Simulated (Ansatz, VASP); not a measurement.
## BeB in VASP and in Ansatz

```xyz
2
Lattice="1.3560 0.7829 2.1738 -1.3560 0.7829 2.1738 0.0000 -1.5658 2.1738" Properties=species:S:1:pos:R:3 pbc="T T T"
Be    0.0000    0.0000    4.9283
B     0.0000    0.0000    0.0737
```

Alike in both runs: task single point; functional PBE; k mesh 12 × 12 × 12; occupations fermi-dirac, width 0.05 eV; no spin polarisation.

|  | VASP | Ansatz |
| --- | --- | --- |
| version | VASP 6.6.1 | Ansatz 0.2.0 |
| potentials or method | VASP PAW PBE potentials, release 64 (Be, B), cutoff 520 eV | all-electron LAPW, scalar-relativistic |

|  | VASP | Ansatz | Ansatz less VASP |
| --- | --- | --- | --- |
| gap on the k mesh at the Fermi level (eV) | none | none | - |
| rms of the force components (eV/Å) | 0.010 | 0.009 | -0.0007 |

Atom by atom the forces differ by 0.001 eV/Å (rms over components). A gap of «none» marks a metal or a gap that the smearing closes. Ansatz ran all-electron here, and VASP with PAW potentials.
